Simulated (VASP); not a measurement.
# ZnSe2 (I-42d) in VASP: further runs

The runs below take ZnSe2 through single point, relaxation of cell and atoms, with PBEsol, r2SCAN+rVV10.

Program: VASP 6.6.1. These are calculated values, not measurements. Logs are shortened: lines on timing, memory, paths and dates and some standing lists are left out, and cuts for length are marked.

### 1 The cell of the first run

The structure is tetragonal, space group I-42d (No. 122). The conventional cell has a = 5.277 Å, b = 5.277 Å, c = 8.630 Å, α = 90.00°, β = 90.00°, γ = 90.00°. Zn (site symmetry -4) has 4 Se at 2.46 Å within 3.3 Å. Se (site symmetry 2) has 2 Zn at 2.46 Å and 6 Se at 3.10 to 3.15 Å within 3.3 Å.

### 2 Single point, PBEsol

File INCAR:

```
SYSTEM = ZnSe2
ALGO = Normal
EDIFF = 1E-7
ENCUT = 520
GGA = PS
ISIF = 2
ISMEAR = -1
LASPH = .True.
LCHARG = .True.
LELF = .True.
LREAL = .False.
LVHAR = .True.
LWAVE = .False.
NBANDS = 33
NELM = 60
PREC = Accurate
SIGMA = 0.03
```

File KPOINTS:

```
k-points
0
Gamma
  6 6 6
  0 0 0
```

File POSCAR:

```
ZnSe2
1.0
   -2.6386851056      2.6386851056      4.3151649669
    2.6386851056     -2.6386851056      4.3151649669
    2.6386851056      2.6386851056     -4.3151649669
Zn Se
2 4
Direct
    0.0000000000      0.0000000000      0.0000000000
    0.7500000000      0.2500000000      0.5000000000
    0.3750000000      0.4618997249      0.5868997249
    1.2118997249      0.6250000000      1.0868997249
    0.5381002751      0.1250000000     -0.0868997249
    0.8750000000     -0.2118997249      0.4131002751
```

Potentials or basis: VASP PAW PBE potentials, release 64 (Zn, Se).

Command:

```bash
$ cat potpaw_PBE.64/Zn/POTCAR potpaw_PBE.64/Se/POTCAR > POTCAR
$ mpirun -np 1 vasp_std > vasp.out
```

OUTCAR:

```text
SYSTEM = ZnSe2
   EDIFF = 1E-7
   ENCUT = 520
   GGA = PS
   ISIF = 2
   ISMEAR = -1
   LASPH = .True.
   LREAL = .False.
   NELM = 60
   PREC = Accurate

 ion  position               nearest neighbor table
   1  0.000  0.000  0.000-   3 2.46   4 2.46   5 2.46   6 2.46
   2  0.750  0.250  0.500-   4 2.46   3 2.46   6 2.46   5 2.46
   3  0.375  0.462  0.587-   1 2.46   2 2.46
   4  0.212  0.625  0.087-   2 2.46   1 2.46
   5  0.538  0.125  0.913-   2 2.46   1 2.46
   6  0.875  0.788  0.413-   1 2.46   2 2.46

  LATTYP: Found a body centered tetragonal cell.
 ALAT       =     5.2773702112
 C/A-ratio  =     1.6353466951

  Lattice vectors:

 A1 = (  -2.6386851056,   2.6386851056,   4.3151649669)
 A2 = (   2.6386851056,  -2.6386851056,   4.3151649669)
 A3 = (   2.6386851056,   2.6386851056,  -4.3151649669)

Analysis of symmetry for initial positions (statically):
=====================================================================
 Subroutine PRICEL returns:
 Original cell was already a primitive cell.

 Routine SETGRP: Setting up the symmetry group for a
 body centered tetragonal supercell.

 Subroutine GETGRP returns: Found  8 space group operations
 (whereof  4 operations were pure point group operations)
 out of a pool of 16 trial point group operations.

The static configuration has the point symmetry S_4 .
 The point group associated with its full space group is D_2d.

Analysis of symmetry for dynamics (positions and initial velocities):
=====================================================================
 Subroutine PRICEL returns:
 Original cell was already a primitive cell.

 Routine SETGRP: Setting up the symmetry group for a
 body centered tetragonal supercell.

 Subroutine GETGRP returns: Found  8 space group operations
 (whereof  4 operations were pure point group operations)
 out of a pool of 16 trial point group operations.

The dynamic configuration has the point symmetry S_4 .
 The point group associated with its full space group is D_2d.

 Subroutine INISYM returns: Found  8 space group operations
 (whereof  4 operations are pure point group operations),
 and found     1 'primitive' translations

----------------------------------------------------------------------------------------

                                     Primitive cell

  volume of cell :     120.1801

  direct lattice vectors                    reciprocal lattice vectors
    -2.638685106  2.638685106  4.315164967     0.000000000  0.189488317  0.115870425
     2.638685106 -2.638685106  4.315164967     0.189488317  0.000000000  0.115870425
     2.638685106  2.638685106 -4.315164967     0.189488317  0.189488317  0.000000000

  length of vectors
     5.704907262  5.704907262  5.704907262     0.222107582  0.222107582  0.267976948

  position of ions in fractional coordinates (direct lattice)
     0.000000000  0.000000000  0.000000000
     0.750000000  0.250000000  0.500000000
     0.375000000  0.461899725  0.586899725
     0.211899725  0.625000000  0.086899725
     0.538100275  0.125000000  0.913100275
     0.875000000  0.788100275  0.413100275

  ion indices of the primitive-cell ions
   primitive index   ion index
                 1           1
                 2           2
                 3           3
                 4           4
                 5           5
                 6           6

----------------------------------------------------------------------------------------

 KPOINTS: k-points

Automatic generation of k-mesh.
 Grid dimensions read from file:
 generate k-points for:    6    6    6

 Generating k-lattice:

  Cartesian coordinates                     Fractional coordinates (reciprocal lattice)
     0.000000000  0.031581386  0.019311738     0.166666667  0.000000000  0.000000000
     0.031581386  0.000000000  0.019311738     0.000000000  0.166666667  0.000000000
     0.031581386  0.031581386  0.000000000     0.000000000  0.000000000  0.166666667

  Length of vectors
     0.037017930  0.037017930  0.044662825

  Shift w.r.t. Gamma in fractional coordinates (k-lattice)
     0.000000000  0.000000000  0.000000000

 Subroutine IBZKPT returns following result:
 ===========================================

 Found     30 irreducible k-points:

 Following reciprocal coordinates:
            Coordinates               Weight
  0.000000  0.000000  0.000000      1.000000
  0.166667  0.000000  0.000000      8.000000
  0.333333 -0.000000  0.000000      8.000000
  0.500000 -0.000000  0.000000      4.000000
  0.166667  0.166667 -0.000000      8.000000
  0.333333  0.166667  0.000000     16.000000
[... 16 lines left out ...]
 -0.333333 -0.333333  0.166667      8.000000
 -0.166667 -0.333333  0.166667      8.000000
 [... further k-points ...]
   k-points           NKPTS =     30   k-points in BZ     NKDIM =     30   number of bands    NBANDS=     33
   number of dos      NEDOS =    301   number of ions     NIONS =      6
   total plane-waves  NPLWV =  74088
[... 50 lines left out ...]
   NGX = 21   NGY = 21   NGZ = 21

 number of electron      47.9999977 magnetization

 Free energy of the ion-electron system (eV)
  ---------------------------------------------------
  ext. energy  EPLUGINS =         0.00000000
  ---------------------------------------------------
  free energy    TOTEN  =       -18.94215155 eV

  energy without entropy =      -18.93303439  energy(sigma->0) =      -18.93759297

 E-fermi :   3.5541     XC(G=0): -10.4959

 val. band max:        3.5523788583   @ k =  -0.1667   0.1667   0.0000
 cond. band min:       3.5628595347   @ k =  -0.1667   0.3333   0.1667
 fundamental gap:      0.0104806764
 Fermi energy:         3.5541208373

 k-point     1 :       0.0000    0.0000    0.0000
  band No.  band energies     occupation
      1     -11.1605      2.00000
      2      -8.5964      2.00000
      3      -8.5964      2.00000
      4      -8.2556      2.00000
      5      -3.4316      2.00000
      6      -3.4138      2.00000
[... 25 lines left out ...]
     32      11.4175      0.00000
     33      13.3270      0.00000

 k-point     2 :       0.1667    0.0000    0.0000
  band No.  band energies     occupation
      1     -11.0226      2.00000
      2      -8.7347      2.00000
      3      -8.6494      2.00000
      4      -8.3393      2.00000
      5      -3.4246      2.00000
      6      -3.4039      2.00000
[... 25 lines left out ...]
     32      11.2975      0.00000
     33      11.9214      0.00000

 k-point     3 :       0.3333   -0.0000    0.0000
  band No.  band energies     occupation
      1     -10.6428      2.00000
      2      -9.1904      2.00000
      3      -8.7017      2.00000
      4      -8.4963      2.00000
      5      -3.4005      2.00000
      6      -3.3684      2.00000
[... 25 lines left out ...]
     32      10.5539      0.00000
     33      11.5798      0.00000

 k-point     4 :       0.5000   -0.0000    0.0000
  band No.  band energies     occupation
      1     -10.2849      2.00000
      2      -9.6029      2.00000
      3      -8.6902      2.00000
      4      -8.5993      2.00000
      5      -3.4272      2.00000
      6      -3.3316      2.00000
[... 25 lines left out ...]
     32      10.4717      0.00000
     33      11.1690      0.00000

 k-point     5 :       0.1667    0.1667   -0.0000
  band No.  band energies     occupation
      1     -10.8186      2.00000
      2      -8.8586      2.00000
      3      -8.7528      2.00000
      4      -8.4924      2.00000
      5      -3.4183      2.00000
      6      -3.4065      2.00000
[... 604 lines left out ...]
 k-point    22 :      -0.1667    0.5000    0.1667
  band No.  band energies     occupation
      1     -10.2977      2.00000
      2      -9.4481      2.00000
      3      -8.8655      2.00000
      4      -8.6069      2.00000
      5      -3.4190      2.00000
      6      -3.3886      2.00000
[... 25 lines left out ...]
     32      10.1806      0.00000
     33      10.7419      0.00000

 k-point    23 :      -0.3333   -0.3333    0.1667
  band No.  band energies     occupation
      1     -10.4157      2.00000
      2      -9.2114      2.00000
      3      -8.8201      2.00000
      4      -8.7463      2.00000
      5      -3.4368      2.00000
      6      -3.4292      2.00000
[... 25 lines left out ...]
     32      10.1468      0.00000
     33      11.1230      0.00000

 k-point    24 :      -0.1667   -0.3333    0.1667
  band No.  band energies     occupation
      1     -10.7350      2.00000
      2      -8.9434      2.00000
      3      -8.6868      2.00000
      4      -8.6396      2.00000
      5      -3.4582      2.00000
      6      -3.4451      2.00000
[... 25 lines left out ...]
     32      10.2250      0.00000
     33      11.2608      0.00000

 [... further k-points ...]

------------------------ aborting loop because EDIFF is reached ----------------------------------------

  FORCE on cell =-STRESS in cart. coord.  units (eV):
  Direction    XX          YY          ZZ          XY          YZ          ZX
  --------------------------------------------------------------------------------------
  -------------------------------------------------------------------------------------
  Total        0.2041049      0.2041049      0.1327050      0.0000000      0.0000000      0.0000000
  in kB        2.7210178      2.7210178      1.7691523      0.0000000      0.0000000      0.0000000
  external PRESSURE =       2.4037293 kB  Pullay stress =       0.0000000 kB

 VOLUME and BASIS-vectors are now :
 -----------------------------------------------------------------------------
  energy-cutoff  :      520.00
  volume of cell :      120.18
      direct lattice vectors                 reciprocal lattice vectors
    -2.638685106  2.638685106  4.315164967     0.000000000  0.189488317  0.115870425
     2.638685106 -2.638685106  4.315164967     0.189488317  0.000000000  0.115870425
     2.638685106  2.638685106 -4.315164967     0.189488317  0.189488317  0.000000000

 POSITION                                       TOTAL-FORCE (eV/Angst)
 -----------------------------------------------------------------------------------
      0.00000      0.00000      0.00000        -0.000000      0.000000     -0.000000
      0.00000      2.63869      2.15758        -0.000000      0.000000      0.000000
      1.77794      1.31934      1.07879         0.027782      0.000000     -0.000000
      1.31934     -0.86074      3.23637        -0.000000      0.027782     -0.000000
      1.31934      3.49943     -1.07879        -0.000000     -0.027782      0.000000
      0.86074      1.31934      5.39396        -0.027782      0.000000      0.000000
 -----------------------------------------------------------------------------------
    total drift:                                0.000008      0.000008      0.000001

  FREE ENERGIE OF THE ION-ELECTRON SYSTEM (eV)
  ---------------------------------------------------
  free  energy   TOTEN  =       -18.9421515545 eV

  energy  without entropy=      -18.9330343937  energy(sigma->0) =      -18.93759297
```

Wall time 74 s (1 thread of Intel Xeon 6975P-C (Granite Rapids), shared host); peak memory 0.29 GiB.

What came out:

```
Free energy            : -18.9422 eV
Pressure               : 0.2 GPa
Largest force          : 0.028 eV/Å
Band gap on the k mesh : zero (band 24 reaches 5.07 eV, above the bottom of band 25 at 3.16 eV)
```

Forces on the atoms (eV/Å):
```
Zn   0.000  0.000  0.000
Zn   0.000  0.000  0.000
Se   0.028  0.000  0.000
Se   0.000  0.028  0.000
Se   0.000 -0.028  0.000
Se  -0.028  0.000  0.000
```

Caveat: the PAW data sets were made with another functional, which shifts forces and pressure a little.

### 3 Single point, r2SCAN+rVV10

This run uses another cell than the first one, of 20.82 Å³/atom, 1.039 times its volume.

File POSCAR:

```
ZnSe2
1.0
   -2.6683465767      2.6683465767      4.3854325476
    2.6683465767     -2.6683465767      4.3854325476
    2.6683465767      2.6683465767     -4.3854325476
Zn Se
2 4
Direct
    0.0000000000      0.0000000000      0.0000000000
    0.7500000000      0.2500000000      0.5000000000
    0.3750000000      0.4513205980      0.5763205980
    1.2013205980      0.6250000000      1.0763205980
    0.5486794020      0.1250000000     -0.0763205980
    0.8750000000     -0.2013205980      0.4236794020
```

File INCAR.step1:

```
SYSTEM = ZnSe2
ALGO = Normal
EDIFF = 1E-4
ENCUT = 520
GGA = PE
ISMEAR = -1
LASPH = .True.
LCHARG = .False.
LREAL = .False.
LWAVE = .True.
NBANDS = 33
NELM = 100
PREC = Accurate
SIGMA = 0.03
```

File INCAR.step2:

```
SYSTEM = ZnSe2
ALGO = Normal
BPARAM = 11.95
CPARAM = 0.0093
EDIFF = 1E-6
ENCUT = 520
ISIF = 2
ISMEAR = -1
ISTART = 1
IVDW_NL = 2
LASPH = .True.
LCHARG = .True.
LELF = .True.
LMIXTAU = .True.
LREAL = .False.
LUSE_VDW = .True.
LVHAR = .True.
LWAVE = .False.
METAGGA = R2SCAN
NBANDS = 33
NELM = 100
PREC = Accurate
SIGMA = 0.03
```

KPOINTS is that of step 2.

Potentials or basis: VASP PAW PBE potentials, release 64 (Zn, Se).

Command:

```bash
$ cat potpaw_PBE.64/Zn/POTCAR potpaw_PBE.64/Se/POTCAR > POTCAR
$ cp INCAR.step1 INCAR
$ mpirun -np 1 vasp_std > vasp.out
$ cp INCAR.step2 INCAR
$ mpirun -np 1 vasp_std > vasp.out
```

Run time: 7.5 min. Hardware: 1 thread of Intel Xeon 6975P-C (Granite Rapids), shared host; peak memory 0.8 GiB.

Results (log left out):

* Free energy: -74.2738 eV
* Pressure: 0.3 GPa
* Largest force: 0.025 eV/Å
* Band gap on the k mesh: zero (band 24 reaches 4.35 eV, above the bottom of band 25 at 2.48 eV)

Forces in eV/Å, atoms in the order of the input:
```
Zn   0.000  0.000  0.000
Zn   0.000  0.000  0.000
Se   0.025  0.000  0.000
Se   0.000  0.025  0.000
Se   0.000 -0.025  0.000
Se  -0.025  0.000  0.000
```

Stress tensor (GPa, compression positive):
```
0.30 0.00 0.00
0.00 0.30 0.00
0.00 0.00 0.21
```

Levels at points of the mesh, in eV from the Fermi level:
```csv
k point,band 20,band 21,band 22,band 23,band 24,band 25,band 26,band 27,band 28,band 29
"(0.00, 0.00, 0.00)",-3.16,-3.15,-2.43,-2.43,1.39,1.39,1.62,2.63,3.06,4.09
"(0.50, 0.00, 0.00)",-2.73,-1.61,-1.04,-0.66,-0.38,-0.07,0.94,5.28,5.66,5.95
"(0.50, 0.50, 0.00)",-2.01,-1.09,-1.09,-0.23,-0.23,0.90,0.90,3.79,3.79,5.51
"(0.50, 0.50, 0.50)",-1.61,-1.53,-1.53,-0.87,-0.87,-0.48,-0.48,4.22,4.22,4.76
```

Caveat: the PAW data sets were made with another functional, which shifts forces and pressure a little.

### 4 Relaxation of cell and atoms, PBEsol

This run uses another cell than the first one, of 21.58 Å³/atom, 1.077 times its volume.

File INCAR:

```
PREC = Accurate
ENCUT = 600
EDIFF = 1E-6
ISMEAR = -1
SIGMA = 0.03
LREAL = F
LASPH = T
NELM = 60
ALGO = Normal
ISIF = 3
LWAVE = F
LCHARG = F
GGA = PS
IBRION = 2
NSW = 100
EDIFFG = -0.01
```

File KPOINTS:

```
Automatic mesh
0
Gamma
  6 6 6
```

File POSCAR:

```
ZnSe2
1.0
   -2.7993731000      2.7993731000      4.1309599800
    2.7993731000     -2.7993731000      4.1309599800
    2.7993731000      2.7993731000     -4.1309599800
Zn Se
2 4
Direct
    0.0000000000      0.0000000000      0.0000000000
    0.7500000000      0.2500000000      0.5000000000
    0.3750000000      0.2217861300      0.3467861300
    0.9717861300      0.6250000000      0.8467861300
    0.7782138700      0.1250000000      0.1532138700
    0.8750000000      0.0282138700      0.6532138700
```

Command:

```bash
$ cat potpaw_PBE.64/Zn/POTCAR potpaw_PBE.64/Se/POTCAR > POTCAR
$ mpirun -np 1 vasp_std > vasp.out
```

Run time: 48 min. Hardware: 1 thread of Intel Xeon 6975P-C (Granite Rapids), shared host; peak memory 0.44 GiB.

Results (log left out):

* Free energy: -19.8390 eV
* Relaxed volume: 23.46 Å³/atom
* Relaxed cell: a = 5.818 Å, b = 5.818 Å, c = 5.818 Å, α = 101.48°, β = 101.48°, γ = 127.01°
* Space group after relaxing (to 0.05 Å): I-42d (No. 122)
* Energy gained by relaxing: 4617.9 meV/atom
* Ionic steps: 46
* Pressure after relaxing: 0.0 GPa
* Largest force after relaxing: 0.004 eV/Å
* Band gap on the k mesh: 0.06 eV, indirect (least direct gap 0.07 eV)

Forces in eV/Å, atoms in the order of the input:
```
Zn   0.000  0.000  0.000
Zn   0.000  0.000  0.000
Se  -0.004  0.000  0.000
Se   0.000 -0.004  0.000
Se   0.000  0.004  0.000
Se   0.004  0.000  0.000
```

Step by step:
| step | energy change (eV) | largest force (eV/Å) | pressure (GPa) | volume (Å³) |
| --- | --- | --- | --- | --- |
| 1 | 0.0000 | 10.6026 | 102.35 | 129.49 |
| 3 | -23.1087 | 0.5519 | -3.79 | 275.48 |
| 5 | -23.7256 | 0.6158 | 1.21 | 223.55 |
| 7 | -23.7750 | 0.3372 | -0.20 | 232.23 |
| 9 | -23.8659 | 0.3148 | -0.39 | 225.78 |
| 11 | -24.2903 | 0.1234 | -1.90 | 197.62 |
| 13 | -25.0041 | 0.3629 | 13.71 | 98.66 |
| 15 | -25.8324 | 0.6818 | -0.11 | 113.58 |
| 17 | -25.9033 | 0.7394 | -5.37 | 134.21 |
| 19 | -25.9455 | 0.7965 | -4.92 | 131.23 |
| 21 | -25.9965 | 0.8430 | -3.94 | 126.60 |
| 23 | -26.1615 | 0.6933 | -2.23 | 124.66 |
| 25 | -26.1371 | 0.6188 | 7.64 | 117.13 |
| 27 | -26.4208 | 0.1551 | 1.99 | 121.10 |
| 29 | -27.1749 | 0.3470 | 5.84 | 121.34 |
| 31 | -27.1976 | 0.6081 | 8.41 | 120.99 |
| 33 | -27.6451 | 0.2118 | 2.15 | 134.73 |
| 35 | -27.6801 | 0.2010 | 0.99 | 137.68 |
| 37 | -27.7026 | 0.1302 | -0.27 | 140.52 |
| 39 | -27.7043 | 0.0913 | -0.17 | 140.31 |
| 41 | -27.7058 | 0.0299 | 0.11 | 139.98 |
| 43 | -27.7067 | 0.0242 | 0.11 | 140.86 |
| 45 | -27.7074 | 0.0081 | -0.07 | 140.95 |
| 46 | -27.7074 | 0.0038 | 0.00 | 140.76 |

Final structure:
```cif
data_structure
_symmetry_space_group_name_H-M 'P 1'
_symmetry_Int_Tables_number 1
_cell_length_a 5.8181
_cell_length_b 5.8181
_cell_length_c 5.8181
_cell_angle_alpha 101.482
_cell_angle_beta 101.482
_cell_angle_gamma 127.006
_cell_volume 140.76
loop_
_atom_site_label
_atom_site_type_symbol
_atom_site_fract_x
_atom_site_fract_y
_atom_site_fract_z
_atom_site_occupancy
Zn1 Zn 0.00000 0.00000 0.00000 1
Zn2 Zn 0.75000 0.25000 0.50000 1
Se1 Se 0.37500 0.33312 0.45812 1
Se2 Se 0.08312 0.62500 0.95812 1
Se3 Se 0.66688 0.12500 0.04188 1
Se4 Se 0.87500 0.91688 0.54188 1
```

Levels at points of the mesh, in eV from the valence-band top:
```tsv
k point	band 21	band 22	band 23	band 24	band 25	band 26	band 27	band 28
(0.00, 0.00, 0.00)	-1.84	-1.84	-1.58	-1.25	2.16	2.33	3.28	3.45
(0.50, 0.00, 0.00)	-1.52	-1.18	-0.03	0.00	0.16	0.20	2.94	3.18
(0.50, 0.50, 0.00)	-1.25	-1.25	-0.76	-0.76	2.04	2.04	3.96	3.96
(0.50, 0.50, 0.50)	-1.27	-1.27	-0.82	-0.82	2.99	2.99	3.96	3.96
```

Caveat: the PAW data sets were made with another functional, which shifts forces and pressure a little. A k mesh can miss the band edges.

### 5 Summary

```csv
task,level,cell,cutoff (eV),gap on the mesh (eV),pressure (GPa),largest force (eV/Å)
single point,PBEsol,"a = 5.705 Å, angles 124.9, 124.9, 81.7°, 6 atoms",520,none,0.2,0.03
single point,r2SCAN+rVV10,"a = 5.786 Å, angles 125.1, 125.1, 81.4°, 6 atoms",520,none,0.3,0.02
relaxation of cell and atoms,PBEsol,"relaxed from a = 5.722 Å, angles 121.4, 121.4, 87.6°, 6 atoms",600,0.06,0.0,-
```

Alike in all rows: potentials or basis VASP PAW PBE potentials, release 64 (Zn, Se); no spin polarisation; k mesh 6 × 6 × 6; smearing fermi-dirac 0.03 eV.

Caveats: the PAW data sets were made with another functional, which shifts forces and pressure a little.

Total energies depend on the potentials used, so only differences within one code and one set of settings carry meaning.
